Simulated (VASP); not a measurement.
# Hf (Im-3m) in VASP: notebook, part 2 of 2

VASP 6.6.1. Earlier steps stand in the parts before.

### Step 3. Single point, PBE+D3(BJ)

This run uses another cell than the first one, of 21.76 Å³/atom, 1.028 times its volume.

File INCAR:

```
SYSTEM = Hf
PREC = Accurate
ENCUT = 520
EDIFF = 1E-6
ISMEAR = 0
SIGMA = 0.1
LREAL = .FALSE.
LASPH = .TRUE.
NELM = 100
ALGO = Normal
ISIF = 2
LWAVE = .FALSE.
LCHARG = .FALSE.
GGA = PE
IVDW = 12
NBANDS = 11
```

File KPOINTS:

```
Automatic mesh
0
G
  9 9 9
  0 0 0
```

File POSCAR:

```
Hf
1.0
   -1.7586973822      1.7586973822      1.7586973822
    1.7586973822     -1.7586973822      1.7586973822
    1.7586973822      1.7586973822     -1.7586973822
Hf
1
Direct
    0.0000000000      0.0000000000      0.0000000000
```

Potentials or basis: VASP PAW PBE potentials, release 64 (Hf_pv).

Started as:

```sh
cat potpaw_PBE.64/Hf_pv/POTCAR > POTCAR
mpirun -np 1 vasp_std > vasp.out
```

OUTCAR:

```text
SYSTEM = Hf
   PREC = Accurate
   ENCUT = 520
   EDIFF = 1E-6
   ISMEAR = 0
   LREAL = .FALSE.
   LASPH = .TRUE.
   NELM = 100
   ISIF = 2
   GGA = PE
   IVDW = 12
 IVDW          = 12

 ion  position               nearest neighbor table
   1  0.000  0.000  0.000-

  LATTYP: Found a body centered cubic cell.
 ALAT       =     3.5173947644

  Lattice vectors:

 A1 = (  -1.7586973822,   1.7586973822,   1.7586973822)
 A2 = (   1.7586973822,  -1.7586973822,   1.7586973822)
 A3 = (   1.7586973822,   1.7586973822,  -1.7586973822)

Analysis of symmetry for initial positions (statically):
=====================================================================
 Subroutine PRICEL returns:
 Original cell was already a primitive cell.

 Routine SETGRP: Setting up the symmetry group for a
 body centered cubic supercell.

 Subroutine GETGRP returns: Found 48 space group operations
 (whereof 48 operations were pure point group operations)
 out of a pool of 48 trial point group operations.

The static configuration has the point symmetry O_h .

Analysis of symmetry for dynamics (positions and initial velocities):
=====================================================================
 Subroutine PRICEL returns:
 Original cell was already a primitive cell.

 Routine SETGRP: Setting up the symmetry group for a
 body centered cubic supercell.

 Subroutine GETGRP returns: Found 48 space group operations
 (whereof 48 operations were pure point group operations)
 out of a pool of 48 trial point group operations.

The dynamic configuration has the point symmetry O_h .

 Subroutine INISYM returns: Found 48 space group operations
 (whereof 48 operations are pure point group operations),
 and found     1 'primitive' translations

----------------------------------------------------------------------------------------

                                     Primitive cell

  volume of cell :      21.7587

  direct lattice vectors                    reciprocal lattice vectors
    -1.758697382  1.758697382  1.758697382     0.000000000  0.284301327  0.284301327
[... 114 lines left out ...]
   LRPA    =     F    only Hartree local field effects (RPA)
 non-spin polarized calculation
 Gauss-broadening in eV      SIGMA  =   0.10
  energy-cutoff  :      520.00
  volume of cell :       21.76
 maximum number of plane-waves:       603
   NGX = 11   NGY = 11   NGZ = 11

 number of electron      10.0000000 magnetization

 number of electron       9.9999999 magnetization

 Free energy of the ion-electron system (eV)
  ---------------------------------------------------
  ext. energy  EPLUGINS =         0.00000000
  ---------------------------------------------------
  free energy    TOTEN  =        -9.73542785 eV

  energy without entropy =       -9.72026176  energy(sigma->0) =       -9.72784481

 E-fermi :   4.7815     XC(G=0): -11.4093

 val. band max:        4.7335284942   @ k =  -0.4444   0.4444   0.1111
 cond. band min:       4.7857110063   @ k =   0.3333   0.2222   0.0000
 fundamental gap:      0.0521825121
 Fermi energy:         4.7815488993

 k-point     1 :       0.0000    0.0000    0.0000
  band No.  band energies     occupation
      1     -24.9567      2.00000
      2     -24.9567      2.00000
      3     -24.9567      2.00000
      4      -2.3613      2.00000
      5       6.3180      0.00000
      6       6.3180      0.00000
      7       6.3180      0.00000
      8       9.1786      0.00000
      9       9.1786      0.00000
     10      18.1830      0.00000
     11      18.1830      0.00000
[... 309 lines left out ...]
 k-point    24 :      -0.4444   -0.4444    0.1111
  band No.  band energies     occupation
      1     -25.7622      2.00000
      2     -25.3837      2.00000
      3     -25.1003      2.00000
      4       2.3949      2.00000
      5       4.4884      1.99997
      6       4.8167      0.61878
      7       7.7870      0.00000
      8      10.6512      0.00000
      9      13.2492      0.00000
     10      14.3815      0.00000
     11      17.7657      0.00000

 [... further k-points ...]

------------------------ aborting loop because EDIFF is reached ----------------------------------------

 Edisp (eV)   -0.46325

 E8    (eV) :    -0.2485

  FORCE on cell =-STRESS in cart. coord.  units (eV):
  Direction    XX          YY          ZZ          XY          YZ          ZX
  --------------------------------------------------------------------------------------
  -------------------------------------------------------------------------------------
  Total      -0.18590    -0.18590    -0.18590     0.00000    -0.00000     0.00000
  in kB     -13.68843   -13.68843   -13.68843     0.00000    -0.00000     0.00000
  external pressure =      -13.69 kB  Pullay stress =        0.00 kB

 VOLUME and BASIS-vectors are now :
 -----------------------------------------------------------------------------
  energy-cutoff  :      520.00
  volume of cell :       21.76
      direct lattice vectors                 reciprocal lattice vectors
    -1.758697382  1.758697382  1.758697382     0.000000000  0.284301327  0.284301327
     1.758697382 -1.758697382  1.758697382     0.284301327  0.000000000  0.284301327
     1.758697382  1.758697382 -1.758697382     0.284301327  0.284301327  0.000000000

 POSITION                                       TOTAL-FORCE (eV/Angst)
 -----------------------------------------------------------------------------------
      0.00000      0.00000      0.00000         0.000000      0.000000     -0.000000
 -----------------------------------------------------------------------------------
    total drift:                               -0.000000      0.000000      0.000000

  FREE ENERGIE OF THE ION-ELECTRON SYSTEM (eV)
  ---------------------------------------------------
  free  energy   TOTEN  =       -10.1986805391 eV

  energy  without entropy=      -10.1835144547  energy(sigma->0) =      -10.19109750
```

OSZICAR:

```text
N       E                     dE             d eps       ncg     rms          rms(c)
DAV:   1     0.137580490331E+02    0.13758E+02   -0.57575E+03   778   0.846E+02
DAV:   2    -0.960055423547E+01   -0.23359E+02   -0.22617E+02   963   0.156E+02
DAV:   3    -0.100594470593E+02   -0.45889E+00   -0.45652E+00   965   0.151E+01
DAV:   4    -0.100610278301E+02   -0.15808E-02   -0.15806E-02   853   0.109E+00
DAV:   5    -0.100610359797E+02   -0.81495E-05   -0.81491E-05   950   0.695E-02    0.456E+01
DAV:   6    -0.981745040919E+01    0.24359E+00   -0.20234E-01   845   0.338E+00    0.264E+01
DAV:   7    -0.973874706481E+01    0.78703E-01   -0.27606E-01   875   0.384E+00    0.111E+00
DAV:   8    -0.973539738229E+01    0.33497E-02   -0.18125E-02   854   0.965E-01    0.841E-02
DAV:   9    -0.973542336259E+01   -0.25980E-04   -0.20616E-04   999   0.133E-01    0.500E-02
DAV:  10    -0.973542763774E+01   -0.42752E-05   -0.13100E-05   862   0.297E-02    0.305E-02
DAV:  11    -0.973542784817E+01   -0.21044E-06   -0.16669E-06   866   0.977E-03
   1 F= -.10198681E+02 E0= -.10191097E+02  d E =-.151661E-01
```

stdout:

```text
POSCAR found type information on POSCAR Hf
 POSCAR found :  1 types and       1 ions
 scaLAPACK will be used
 LDA part: xc-table for (Slater+PW92), standard interpolation
 POSCAR, INCAR and KPOINTS ok, starting setup
 FFT: planning ... GRIDC
 FFT: planning ... GRID_SOFT
 FFT: planning ... GRID
 WAVECAR not read
 entering main loop
```

Wall time 16 s (1 thread of Intel Xeon 8259CL, shared host); peak memory 0.12 GiB.

What came out:

* Free energy: -10.1987 eV
* Pressure: -1.4 GPa
* Band gap on the k mesh: zero (band 5 reaches 6.32 eV, above the bottom of band 6 at 4.05 eV)
* Dispersion energy per atom: -0.463 eV

Caveat: spin-orbit coupling is left out, which moves the levels of the heavy elements; pairwise dispersion overbinds metals, which lowers pressure and volume.

### Step 4. Single point, PBE+D3(BJ)

This run uses another cell than the first one, of 22.35 Å³/atom, 1.056 times its volume.

File INCAR:

```
PREC = Accurate
ENCUT = 520
EDIFF = 1E-6
ISMEAR = 0
SIGMA = 0.1
LREAL = F
LASPH = T
NELM = 100
ALGO = Normal
ISIF = 2
LWAVE = F
LCHARG = T
GGA = PE
IVDW = 12
LELF = T
LVHAR = T
NBANDS = 11
```

File KPOINTS:

```
regular mesh
0
Gamma
  9 9 9
```

File POSCAR:

```
Hf
1.0
   -1.7744008683      1.7744008683      1.7744008683
    1.7744008683     -1.7744008683      1.7744008683
    1.7744008683      1.7744008683     -1.7744008683
Hf
1
Direct
    0.0000000000      0.0000000000      0.0000000000
```

Started as:

```sh
cat potpaw_PBE.64/Hf_pv/POTCAR > POTCAR
mpirun -np 1 vasp_std > vasp.out
```

It took 16 s on 1 thread of Intel Xeon 8259CL, shared host; peak memory 0.12 GiB.

It converged, with:

| Property | Result |
| --- | --- |
| Free energy | -10.1891 eV |
| Pressure | -3.9 GPa |
| Band gap on the k mesh | zero (band 5 reaches 6.11 eV, above the bottom of band 6 at 3.86 eV) |
| Dispersion energy per atom | -0.451 eV |

Levels at points of the mesh, in eV from the Fermi level:
```tsv
k point	band 3	band 4	band 5	band 6	band 7	band 8
(0.00, 0.00, 0.00)	-29.85	-7.06	1.51	1.51	1.51	4.29
```

Caveat: spin-orbit coupling is left out, which moves the levels of the heavy elements; pairwise dispersion overbinds metals, which lowers pressure and volume.

### Step 5. Single point, PBE+D3(BJ)

This run uses another cell than the first one, of 22.93 Å³/atom, 1.083 times its volume.

File INCAR:

```
ALGO = Normal ; EDIFF = 1E-6
ENCUT = 520 ; GGA = PE
ISIF = 2 ; ISMEAR = 0
IVDW = 12 ; LASPH = T
LCHARG = F ; LREAL = F
LWAVE = F ; NBANDS = 11
NELM = 60 ; PREC = Accurate
SIGMA = 0.1
```

File KPOINTS:

```
k-points
0
Gamma
  9 9 9
```

File POSCAR:

```
Hf
1.0
   -1.7898312156      1.7898312156      1.7898312156
    1.7898312156     -1.7898312156      1.7898312156
    1.7898312156      1.7898312156     -1.7898312156
Hf
1
Direct
    0.0000000000      0.0000000000      0.0000000000
```

Started as:

```sh
cat potpaw_PBE.64/Hf_pv/POTCAR > POTCAR
mpirun -np 1 vasp_std > vasp.out
```

It took 15 s on 1 thread of Intel Xeon 8259CL, shared host; peak memory 0.12 GiB.

Results (log left out):

```
Free energy                : -10.1706 eV
Pressure                   : -6.2 GPa
Band gap on the k mesh     : zero (band 5 reaches 5.92 eV, above the bottom of band 6 at 3.69 eV)
Dispersion energy per atom : -0.438 eV
```

Levels at points of the mesh, in eV from the Fermi level:
```csv
k point,band 1,band 2,band 3,band 4,band 5,band 6,band 7,band 8,band 9,band 10
"(0.00, 0.00, 0.00)",-29.96,-29.96,-29.96,-6.99,1.48,1.48,1.48,4.19,4.19,13.13
```

Caveat: spin-orbit coupling is left out, which moves the levels of the heavy elements; pairwise dispersion overbinds metals, which lowers pressure and volume.

### Step 6. Single point, PBE+D3(BJ)

This run uses another cell than the first one, of 23.52 Å³/atom, 1.111 times its volume.

File INCAR:

```
SYSTEM = Hf
  PREC = Accurate
  ENCUT = 520
  EDIFF = 1E-6
  ISMEAR = 0
  SIGMA = 0.1
  LREAL = .FALSE.
  LASPH = .TRUE.
  NELM = 60
  ALGO = Normal
  ISIF = 2
  LWAVE = .FALSE.
  LCHARG = .FALSE.
  GGA = PE
  IVDW = 12
  NBANDS = 11
```

File KPOINTS:

```
Automatic mesh
0
G
  9 9 9
  0 0 0
```

File POSCAR:

```
Hf
1.0
   -1.8050000000      1.8050000000      1.8050000000
    1.8050000000     -1.8050000000      1.8050000000
    1.8050000000      1.8050000000     -1.8050000000
Hf
1
Direct
    0.0000000000      0.0000000000      0.0000000000
```

Potentials or basis: VASP PAW PBE potentials, release 64 (Hf_pv).

Started as:

```sh
cat potpaw_PBE.64/Hf_pv/POTCAR > POTCAR
mpirun -np 1 vasp_std > vasp.out
```

OUTCAR:

```text
SYSTEM = Hf
   PREC = Accurate
   ENCUT = 520
   EDIFF = 1E-6
   ISMEAR = 0
   LREAL = .FALSE.
   LASPH = .TRUE.
   NELM = 60
   ISIF = 2
   GGA = PE
   IVDW = 12
 IVDW          = 12

 ion  position               nearest neighbor table
   1  0.000  0.000  0.000-

  LATTYP: Found a body centered cubic cell.
 ALAT       =     3.6100000000

  Lattice vectors:

 A1 = (  -1.8050000000,   1.8050000000,   1.8050000000)
 A2 = (   1.8050000000,  -1.8050000000,   1.8050000000)
 A3 = (   1.8050000000,   1.8050000000,  -1.8050000000)

Analysis of symmetry for initial positions (statically):
=====================================================================
 Subroutine PRICEL returns:
 Original cell was already a primitive cell.

 Routine SETGRP: Setting up the symmetry group for a
 body centered cubic supercell.

 Subroutine GETGRP returns: Found 48 space group operations
 (whereof 48 operations were pure point group operations)
 out of a pool of 48 trial point group operations.

The static configuration has the point symmetry O_h .

Analysis of symmetry for dynamics (positions and initial velocities):
=====================================================================
 Subroutine PRICEL returns:
 Original cell was already a primitive cell.

 Routine SETGRP: Setting up the symmetry group for a
 body centered cubic supercell.

 Subroutine GETGRP returns: Found 48 space group operations
 (whereof 48 operations were pure point group operations)
 out of a pool of 48 trial point group operations.

The dynamic configuration has the point symmetry O_h .

 Subroutine INISYM returns: Found 48 space group operations
 (whereof 48 operations are pure point group operations),
 and found     1 'primitive' translations

----------------------------------------------------------------------------------------

                                     Primitive cell

  volume of cell :      23.5229

  direct lattice vectors                    reciprocal lattice vectors
[... 110 lines left out ...]
   GGA     = PE    functional components
   LHFCALC =     F    Hartree Fock is set to
   AEXX    =    0.0000 exact exchange contribution
   IVDW    =    12    specifies the selected vdW correction
   LEPSILON=     F    determine dielectric tensor
   LRPA    =     F    only Hartree local field effects (RPA)
 non-spin polarized calculation
 Gauss-broadening in eV      SIGMA  =   0.10
  energy-cutoff  :      520.00
  volume of cell :       23.52
 maximum number of plane-waves:       650
   NGX = 11   NGY = 11   NGZ = 11

 number of electron      10.0000001 magnetization

 Free energy of the ion-electron system (eV)
  ---------------------------------------------------
  ext. energy  EPLUGINS =         0.00000000
  ---------------------------------------------------
  free energy    TOTEN  =        -9.71738713 eV

  energy without entropy =       -9.70250841  energy(sigma->0) =       -9.70994777

 E-fermi :   4.2821     XC(G=0): -11.0584

 val. band max:        4.2642594978   @ k =  -0.2222   0.3333   0.1111
 cond. band min:       4.2882060762   @ k =  -0.4444   0.4444   0.1111
 fundamental gap:      0.0239465783
 Fermi energy:         4.2821137392

 k-point     1 :       0.0000    0.0000    0.0000
  band No.  band energies     occupation
      1     -25.7880      2.00000
      2     -25.7880      2.00000
      3     -25.7880      2.00000
      4      -2.6291      2.00000
      5       5.7294      0.00000
      6       5.7294      0.00000
      7       5.7294      0.00000
      8       8.3668      0.00000
      9       8.3668      0.00000
     10      17.2898      0.00000
     11      17.2898      0.00000
[... 309 lines left out ...]
 k-point    24 :      -0.4444   -0.4444    0.1111
  band No.  band energies     occupation
      1     -26.4074      2.00000
      2     -26.1184      2.00000
      3     -25.8984      2.00000
      4       2.0402      2.00000
      5       3.9290      2.00000
      6       4.3486      0.34739
      7       7.0703      0.00000
      8       9.6255      0.00000
      9      11.9738      0.00000
     10      12.9273      0.00000
     11      16.2645      0.00000

 [... further k-points ...]

------------------------ aborting loop because EDIFF is reached ----------------------------------------

 Edisp (eV)   -0.42696

 E8    (eV) :    -0.2288

  FORCE on cell =-STRESS in cart. coord.  units (eV):
  Direction    XX          YY          ZZ          XY          YZ          ZX
  --------------------------------------------------------------------------------------
  -------------------------------------------------------------------------------------
  Total      -1.19788    -1.19788    -1.19788     0.00000     0.00000    -0.00000
  in kB     -81.58917   -81.58917   -81.58917     0.00000     0.00000    -0.00000
  external pressure =      -81.59 kB  Pullay stress =        0.00 kB

 VOLUME and BASIS-vectors are now :
 -----------------------------------------------------------------------------
  energy-cutoff  :      520.00
  volume of cell :       23.52
      direct lattice vectors                 reciprocal lattice vectors
    -1.805000000  1.805000000  1.805000000     0.000000000  0.277008310  0.277008310
     1.805000000 -1.805000000  1.805000000     0.277008310  0.000000000  0.277008310
     1.805000000  1.805000000 -1.805000000     0.277008310  0.277008310  0.000000000

 POSITION                                       TOTAL-FORCE (eV/Angst)
 -----------------------------------------------------------------------------------
      0.00000      0.00000      0.00000        -0.000000      0.000000      0.000000
 -----------------------------------------------------------------------------------
    total drift:                               -0.000000      0.000000      0.000000

  FREE ENERGIE OF THE ION-ELECTRON SYSTEM (eV)
  ---------------------------------------------------
  free  energy   TOTEN  =       -10.1443473386 eV

  energy  without entropy=      -10.1294686156  energy(sigma->0) =      -10.13690798
```

stdout:

```text
POSCAR found type information on POSCAR Hf
 POSCAR found :  1 types and       1 ions
 scaLAPACK will be used
 LDA part: xc-table for (Slater+PW92), standard interpolation
 POSCAR, INCAR and KPOINTS ok, starting setup
 FFT: planning ... GRIDC
 FFT: planning ... GRID_SOFT
 FFT: planning ... GRID
 WAVECAR not read
 entering main loop
```

Wall time 14 s (1 thread of Intel Xeon 8259CL, shared host); peak memory 0.12 GiB.

Results:

- Free energy: -10.1443 eV
- Pressure: -8.2 GPa
- Band gap on the k mesh: zero (band 5 reaches 5.73 eV, above the bottom of band 6 at 3.54 eV)
- Dispersion energy per atom: -0.427 eV

Caveat: spin-orbit coupling is left out, which moves the levels of the heavy elements; pairwise dispersion overbinds metals, which lowers pressure and volume.

### Step 7. The runs side by side

| cell | gap on the mesh (eV) | pressure (GPa) |
| --- | --- | --- |
| a = 3.018 Å, angles 109.5°, 1 atom | none | 1.4 |
| a = 3.046 Å, angles 109.5°, 1 atom | none | -1.4 |
| a = 3.073 Å, angles 109.5°, 1 atom | none | -3.9 |
| a = 3.100 Å, angles 109.5°, 1 atom | none | -6.2 |
| a = 3.126 Å, angles 109.5°, 1 atom | none | -8.2 |

Alike in all rows: task single point; level PBE+D3(BJ); potentials or basis VASP PAW PBE potentials, release 64 (Hf_pv); no spin polarisation; k mesh 9 × 9 × 9; cutoff (eV) 520; smearing gaussian 0.1 eV.

Caveats: spin-orbit coupling is left out, which moves the levels of the heavy elements; pairwise dispersion overbinds metals, which lowers pressure and volume.

Absolute energies hang on the potentials; compare differences alone.
